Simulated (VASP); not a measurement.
# Mo (I4/mmm) in VASP: notebook

Mo is run at these levels: r2SCAN; tasks: single point.

Program: VASP 6.6.1. These are calculated values, not measurements. Logs are shortened: lines on timing, memory, paths and dates and some standing lists are left out, and cuts for length are marked.

### Step 1. The cell of the first run

It takes space group I4/mmm (No. 139, tetragonal). Conventional cell: a = 3.142 Å, b = 3.142 Å, c = 3.283 Å, α = 90.00°, β = 90.00°, γ = 90.00°. Mo (site symmetry 4/mmm) has 14 Mo at 2.76 to 3.28 Å within 3.6 Å.

### Step 2. Single point, r2SCAN (strain +0.0450 x Voigt [1, 0, 0, 0, 0, 0])

The input, POSCAR:

```
Mo
1.0
   -1.6416950000      1.5710000000      1.5710000000
    1.6416950000     -1.5710000000      1.5710000000
    1.6416950000      1.5710000000     -1.5710000000
Mo
1
Direct
    0.0000000000      0.0000000000      0.0000000000
```

The input, INCAR.step1:

```
SYSTEM = Mo
PREC = Accurate
ENCUT = 520
ISMEAR = 0
SIGMA = 0.15
LREAL = .FALSE.
LASPH = .TRUE.
NELM = 60
NBANDS = 13
GGA = PE
ALGO = Normal
EDIFF = 1E-4
LWAVE = .TRUE.
LCHARG = .FALSE.
```

The input, INCAR.step2:

```
SYSTEM = Mo
PREC = Accurate
ENCUT = 520
EDIFF = 1E-6
ISMEAR = 0
SIGMA = 0.15
LREAL = .FALSE.
LASPH = .TRUE.
NELM = 60
ALGO = Normal
ISIF = 2
LWAVE = .FALSE.
LCHARG = .FALSE.
METAGGA = R2SCAN
LMIXTAU = .TRUE.
NBANDS = 13
ISTART = 1
```

The input, KPOINTS:

```
regular mesh
0
G
  22 22 22
  0 0 0
```

Potentials or basis: VASP PAW PBE potentials, release 64 (Mo_sv).

Command:

```bash
> cat potpaw_PBE.64/Mo_sv/POTCAR > POTCAR
> cp INCAR.step1 INCAR
> mpirun -np 1 vasp_std > vasp.out
> cp INCAR.step2 INCAR
> mpirun -np 1 vasp_std > vasp.out
```

OUTCAR:

```text
SYSTEM = Mo
   PREC = Accurate
   ENCUT = 520
   EDIFF = 1E-6
   ISMEAR = 0
   LREAL = .FALSE.
   LASPH = .TRUE.
   NELM = 60
   ISIF = 2
   METAGGA = R2SCAN
   ISTART = 1

 ion  position               nearest neighbor table
   1  0.000  0.000  0.000-

  LATTYP: Found a body centered tetragonal cell.
 ALAT       =     3.1420000000
 C/A-ratio  =     1.0450000000

  Lattice vectors:

 A1 = (  -1.6416950000,   1.5710000000,  -1.5710000000)
 A2 = (  -1.6416950000,  -1.5710000000,   1.5710000000)
 A3 = (   1.6416950000,   1.5710000000,   1.5710000000)

Analysis of symmetry for initial positions (statically):
=====================================================================
 Subroutine PRICEL returns:
 Original cell was already a primitive cell.

 Routine SETGRP: Setting up the symmetry group for a
 body centered tetragonal supercell.

 Subroutine GETGRP returns: Found 16 space group operations
 (whereof 16 operations were pure point group operations)
 out of a pool of 16 trial point group operations.

The static configuration has the point symmetry D_4h.

Analysis of symmetry for dynamics (positions and initial velocities):
=====================================================================
 Subroutine PRICEL returns:
 Original cell was already a primitive cell.

 Routine SETGRP: Setting up the symmetry group for a
 body centered tetragonal supercell.

 Subroutine GETGRP returns: Found 16 space group operations
 (whereof 16 operations were pure point group operations)
 out of a pool of 16 trial point group operations.

The dynamic configuration has the point symmetry D_4h.

 Subroutine INISYM returns: Found 16 space group operations
 (whereof 16 operations are pure point group operations),
 and found     1 'primitive' translations

----------------------------------------------------------------------------------------

                                     Primitive cell

  volume of cell :      16.2071

  direct lattice vectors                    reciprocal lattice vectors
    -1.641695000  1.571000000  1.571000000     0.000000000  0.318268619  0.318268619
     1.641695000 -1.571000000  1.571000000     0.304563271  0.000000000  0.318268619
     1.641695000  1.571000000 -1.571000000     0.304563271  0.318268619  0.000000000

  length of vectors
     2.762470719  2.762470719  2.762470719     0.450099797  0.440515266  0.440515266

  position of ions in fractional coordinates (direct lattice)
     0.000000000  0.000000000  0.000000000

  ion indices of the primitive-cell ions
   primitive index   ion index
                 1           1

----------------------------------------------------------------------------------------

 KPOINTS: regular mesh

Automatic generation of k-mesh.
 Grid dimensions read from file:
 generate k-points for:   22   22   22

 Generating k-lattice:

  Cartesian coordinates                     Fractional coordinates (reciprocal lattice)
     0.000000000  0.014466755  0.014466755     0.045454545  0.000000000  0.000000000
     0.013843785  0.000000000  0.014466755     0.000000000  0.045454545 -0.000000000
     0.013843785  0.014466755  0.000000000     0.000000000 -0.000000000  0.045454545

  Length of vectors
     0.020459082  0.020023421  0.020023421

  Shift w.r.t. Gamma in fractional coordinates (k-lattice)
     0.000000000  0.000000000  0.000000000

 Subroutine IBZKPT returns following result:
 ===========================================

 Found    834 irreducible k-points:

 Following reciprocal coordinates:
            Coordinates               Weight
  0.000000  0.000000  0.000000      1.000000
  0.045455  0.000000  0.000000      4.000000
  0.090909  0.000000  0.000000      4.000000
  0.136364  0.000000  0.000000      4.000000
  0.181818  0.000000  0.000000      4.000000
  0.227273  0.000000  0.000000      4.000000
[... 16 lines left out ...]
  0.454545  0.045455 -0.000000     16.000000
  0.000000  0.090909  0.000000      8.000000
 [... further k-points ...]
   k-points           NKPTS =    834   k-points in BZ     NKDIM =    834   number of bands    NBANDS=     13
   number of dos      NEDOS =    301   number of ions     NIONS =      1
   total plane-waves  NPLWV =  13824
   dimension x,y,z NGX =    24 NGY =   24 NGZ =   24
   dimension x,y,z NGXF=    48 NGYF=   48 NGZF=   48
   ions per type =               1
   NGX,Y,Z   is equivalent  to a cutoff of  14.44, 14.44, 14.44 a.u.
   NGXF,Y,Z  is equivalent  to a cutoff of  28.89, 28.89, 28.89 a.u.
 SYSTEM =  Mo
   PREC   = accura    normal or accurate (medium, high low for compatibility)
   ISTART =      1    job   : 0-new  1-cont  2-samecut
   ICHARG =      0    charge: 1-file 2-atom 10-const
   ISPIN  =      1    spin polarized calculation?
   LNONCOLLINEAR =      F non collinear calculations
   LSORBIT =      F    spin-orbit coupling
   LASPH  =      T    aspherical Exc in radial PAW
   ENCUT  =  520.0 eV  38.22 Ry    6.18 a.u.   5.14  5.14  5.14*2*pi/ulx,y,z
   NELM   =     60;   NELMIN=  2; NELMDL=  0     # of ELM steps
   EDIFF  = 0.1E-05   stopping-criterion for ELM
   LREAL  =      F    real-space projection
   EDIFFG = 0.1E-04   stopping-criterion for IOM
   NSW    =      0    number of steps for IOM
   IBRION =     -1    ionic relax: 0-MD 1-quasi-New 2-CG
   NFREE  =      0    steps in history (QN), initial steepest desc. (CG)
   ISIF   =      2    stress and relaxation
   ISYM   =      2    0-nonsym 1-usesym 2-fastsym
   POTIM  = 0.5000    time-step for ionic-motion
   TEBEG  =    0.0;   TEEND  =   0.0 temperature during run
   PSTRESS=    0.0 pullay stress
   NELECT =      14.0000    total number of electrons
   NUPDOWN=      -1.0000    fix difference up-down
   EMIN   =  10.00;   EMAX   =-10.00  energy-range for DOS
   EFERMI =   0.00;   METHOD = LEGACY
   ISMEAR =     0;   SIGMA  =   0.15  broadening in eV -4-tet -1-fermi 0-gaus
   EFERMI_NEDOS =   21; number of points for ismear=-14 and -15
   IALGO  =     38    algorithm
   IMIX   =      4    mixing-type and parameters
     AMIX     =   0.40;   BMIX     =  1.00
     AMIX_MAG =   1.60;   BMIX_MAG =  1.00
  volume/ion in A,a.u.               =      16.21       109.37
  Fermi-wavevector in a.u.,A,eV,Ry     =   1.559131  2.946330 33.074253  2.430889
  Thomas-Fermi vector in A             =   2.662534
   LORBIT       =      0    0 simple, 1 ext, 2 COOP (PROOUT), +10 PAW based schemes
   METAGGA = R2SCAN    functional components
   LHFCALC =     F    Hartree Fock is set to
   AEXX    =    0.0000 exact exchange contribution
   IVDW    =     0    specifies the selected vdW correction
   LEPSILON=     F    determine dielectric tensor
   LRPA    =     F    only Hartree local field effects (RPA)
 non-spin polarized calculation
 Gauss-broadening in eV      SIGMA  =   0.15
  energy-cutoff  :      520.00
  volume of cell :       16.21
 maximum number of plane-waves:       452
 NGX is ok and might be reduce to    24
   NGX = 11   NGY = 11   NGZ = 11

 number of electron      14.0000000 magnetization

 Free energy of the ion-electron system (eV)
  ---------------------------------------------------
  ext. energy  EPLUGINS =         0.00000000
  ---------------------------------------------------
  free energy    TOTEN  =       -26.04888634 eV

  energy without entropy =      -26.04245437  energy(sigma->0) =      -26.04567036

 E-fermi :  11.9720     XC(G=0): -14.4080

 val. band max:       11.9702826926   @ k =   0.3636   0.0909   0.0909
 cond. band min:      11.9724854663   @ k =  -0.3636   0.4545   0.2727
 fundamental gap:      0.0022027737
 Fermi energy:        11.9719561143

 k-point     1 :       0.0000    0.0000    0.0000
  band No.  band energies     occupation
      1     -51.2477      2.00000
      2     -23.8097      2.00000
      3     -23.8001      2.00000
      4     -23.8001      2.00000
      5       4.4314      2.00000
      6      10.4693      2.00000
      7      10.4693      2.00000
      8      10.9707      2.00000
      9      13.4849      0.00000
     10      14.1179      0.00000
     11      26.8567      0.00000
     12      27.7311      0.00000
     13      27.7311      0.00000

 k-point     2 :       0.0455    0.0000    0.0000
  band No.  band energies     occupation
      1     -51.2426      2.00000
      2     -23.8291      2.00000
      3     -23.8193      2.00000
      4     -23.8010      2.00000
      5       4.5275      2.00000
      6      10.4106      2.00000
      7      10.5568      2.00000
      8      10.9537      2.00000
      9      13.4944      0.00000
     10      14.0384      0.00000
     11      27.0212      0.00000
     12      27.8001      0.00000
     13      27.8953      0.00000

 k-point     3 :       0.0909    0.0000    0.0000
  band No.  band energies     occupation
      1     -51.2275      2.00000
      2     -23.9131      2.00000
      3     -23.8473      2.00000
      4     -23.8035      2.00000
      5       4.8072      2.00000
      6      10.2437      2.00000
      7      10.8173      2.00000
      8      10.8930      2.00000
      9      13.5250      0.00000
     10      13.8453      0.00000
     11      27.5043      0.00000
     12      27.9782      0.00000
     13      28.3233      0.00000

 k-point     4 :       0.1364    0.0000    0.0000
  band No.  band energies     occupation
      1     -51.2036      2.00000
      2     -24.0440      2.00000
      3     -23.8912      2.00000
      4     -23.8075      2.00000
      5       5.2431      2.00000
      6       9.9930      2.00000
      7      10.7714      2.00000
      8      11.2432      2.00000
      9      13.5812      0.00000
     10      13.6460      0.00000
     11      28.1674      0.00000
     12      28.2772      0.00000
     13      28.8355      0.00000

 k-point     5 :       0.1818    0.0000    0.0000
  band No.  band energies     occupation
      1     -51.1727      2.00000
      2     -24.2095      2.00000
      3     -23.9470      2.00000
      4     -23.8127      2.00000
      5       5.7804      2.00000
      6       9.6904      2.00000
      7      10.6055      2.00000
      8      11.8219      1.84283
      9      13.5395      0.00000
     10      13.6683      0.00000
     11      28.1847      0.00000
     12      29.1660      0.00000
     13      29.2997      0.00000
[... 257 lines left out ...]
 k-point    22 :       0.4091    0.0455    0.0000
  band No.  band energies     occupation
      1     -50.9980      2.00000
      2     -25.0713      2.00000
      3     -24.2536      2.00000
      4     -23.8527      2.00000
      5       6.7075      2.00000
      6       8.3224      2.00000
      7      12.7684      0.00000
      8      14.1611      0.00000
      9      14.6957      0.00000
     10      16.4102      0.00000
     11      24.5092      0.00000
     12      24.7910      0.00000
     13      29.6676      0.00000

 k-point    23 :       0.4545    0.0455   -0.0000
  band No.  band energies     occupation
      1     -50.9874      2.00000
      2     -25.1203      2.00000
      3     -24.2720      2.00000
      4     -23.8545      2.00000
      5       6.6357      2.00000
      6       8.2506      2.00000
      7      13.2325      0.00000
      8      14.1648      0.00000
      9      14.8447      0.00000
     10      16.8251      0.00000
     11      23.9657      0.00000
     12      24.4651      0.00000
     13      29.0761      0.00000

 k-point    24 :       0.0000    0.0909    0.0000
  band No.  band energies     occupation
      1     -51.2283      2.00000
      2     -23.9189      2.00000
      3     -23.8336      2.00000
      4     -23.8049      2.00000
      5       4.7904      2.00000
      6      10.4404      2.00000
      7      10.4443      2.00000
      8      11.1372      2.00000
      9      13.2835      0.00000
     10      14.0376      0.00000
     11      27.3217      0.00000
     12      28.1245      0.00000
     13      28.3305      0.00000

 [... further k-points ...]

------------------------ aborting loop because EDIFF is reached ----------------------------------------

  FORCE on cell =-STRESS in cart. coord.  units (eV):
  Direction    XX          YY          ZZ          XY          YZ          ZX
  --------------------------------------------------------------------------------------
  -------------------------------------------------------------------------------------
  Total       -1.6553402     -0.3520243     -0.3520243      0.0000000      0.0000000     -0.0000000
  in kB     -163.6413355    -34.7999289    -34.7999289      0.0000000      0.0000000     -0.0000000
  external PRESSURE =     -77.7470645 kB  Pullay stress =       0.0000000 kB

 VOLUME and BASIS-vectors are now :
 -----------------------------------------------------------------------------
  energy-cutoff  :      520.00
  volume of cell :       16.21
      direct lattice vectors                 reciprocal lattice vectors
    -1.641695000  1.571000000  1.571000000     0.000000000  0.318268619  0.318268619
     1.641695000 -1.571000000  1.571000000     0.304563271  0.000000000  0.318268619
     1.641695000  1.571000000 -1.571000000     0.304563271  0.318268619  0.000000000

 POSITION                                       TOTAL-FORCE (eV/Angst)
 -----------------------------------------------------------------------------------
      0.00000      0.00000      0.00000        -0.000000      0.000000      0.000000
 -----------------------------------------------------------------------------------
    total drift:                               -0.000000      0.000000      0.000000

  FREE ENERGIE OF THE ION-ELECTRON SYSTEM (eV)
  ---------------------------------------------------
  free  energy   TOTEN  =       -26.0488863406 eV

  energy  without entropy=      -26.0424543750  energy(sigma->0) =      -26.04567036
```

It took 6.3 min on 1 thread of AMD EPYC 9R45 (Zen 5), shared host; peak memory 0.25 GiB.

Results:

- Free energy: -26.0489 eV
- Pressure: -7.8 GPa
- Band gap on the k mesh: zero (bands 7 and 8 overlap by 4.94 eV)

Caveat: the cell differs from its parent crystal (strain +0.0450 x Voigt [1, 0, 0, 0, 0, 0]); the cell stands under tension; the PAW data sets were made with another functional, which shifts forces and pressure a little.

### Step 3. Single point, r2SCAN (strain +0.0525 x Voigt [1, 0, 0, 0, 0, 0])

The input, POSCAR:

```
Mo
1.0
   -1.6534775000      1.5710000000      1.5710000000
    1.6534775000     -1.5710000000      1.5710000000
    1.6534775000      1.5710000000     -1.5710000000
Mo
1
Direct
    0.0000000000      0.0000000000      0.0000000000
```

The input, INCAR.step1:

```
PREC = Accurate
ENCUT = 520
ISMEAR = 0
SIGMA = 0.15
LREAL = F
LASPH = T
NELM = 80
NBANDS = 13
GGA = PE
ALGO = Normal
EDIFF = 1E-4
LWAVE = T
LCHARG = F
```

The input, INCAR.step2:

```
PREC = Accurate
ENCUT = 520
EDIFF = 1E-6
ISMEAR = 0
SIGMA = 0.15
LREAL = F
LASPH = T
NELM = 80
ALGO = Normal
ISIF = 2
LWAVE = F
LCHARG = T
METAGGA = R2SCAN
LMIXTAU = T
LELF = T
LVHAR = T
NBANDS = 13
ISTART = 1
```

The input, KPOINTS:

```
regular mesh
0
Gamma
  22 22 22
```

Potentials or basis: VASP PAW PBE potentials, release 64 (Mo_sv).

Command:

```bash
> cat potpaw_PBE.64/Mo_sv/POTCAR > POTCAR
> cp INCAR.step1 INCAR
> mpirun -np 1 vasp_std > vasp.out
> cp INCAR.step2 INCAR
> mpirun -np 1 vasp_std > vasp.out
```

Run time: 5.9 min. Hardware: 1 thread of AMD EPYC 9R45 (Zen 5), shared host; peak memory 0.25 GiB.

It converged, with:

```yaml
Free_energy: -26.0360 eV
Pressure: -9.4 GPa
Band_gap_on_the_k_mesh: zero (bands 7 and 8 overlap by 4.86 eV)
```

Stress tensor (GPa, compression positive):
```
-19.12   0.00   0.00
  0.00  -4.51   0.00
  0.00   0.00  -4.51
```

Levels at points of the mesh, in eV from the Fermi level:
| k point | band 3 | band 4 | band 5 | band 6 | band 7 | band 8 | band 9 | band 10 | band 11 | band 12 |
| --- | --- | --- | --- | --- | --- | --- | --- | --- | --- | --- |
| (0.00, 0.00, 0.00) | -35.79 | -35.79 | -7.52 | -1.51 | -1.51 | -0.94 | 1.45 | 2.17 | 14.79 | 15.80 |
| (0.50, 0.00, 0.00) | -36.25 | -35.84 | -5.37 | -3.78 | 1.70 | 2.27 | 2.69 | 4.69 | 11.92 | 12.31 |
| (0.00, 0.50, 0.00) | -36.19 | -35.79 | -5.31 | -3.15 | 1.29 | 1.39 | 2.50 | 4.56 | 11.41 | 12.50 |
| (0.50, 0.50, 0.50) | -36.65 | -36.65 | -5.36 | -5.24 | 3.79 | 3.95 | 3.95 | 8.21 | 9.60 | 9.60 |

Caveat: the cell differs from its parent crystal (strain +0.0525 x Voigt [1, 0, 0, 0, 0, 0]); the cell stands under tension; the PAW data sets were made with another functional, which shifts forces and pressure a little.

(Part 1 of 2 ends here.)
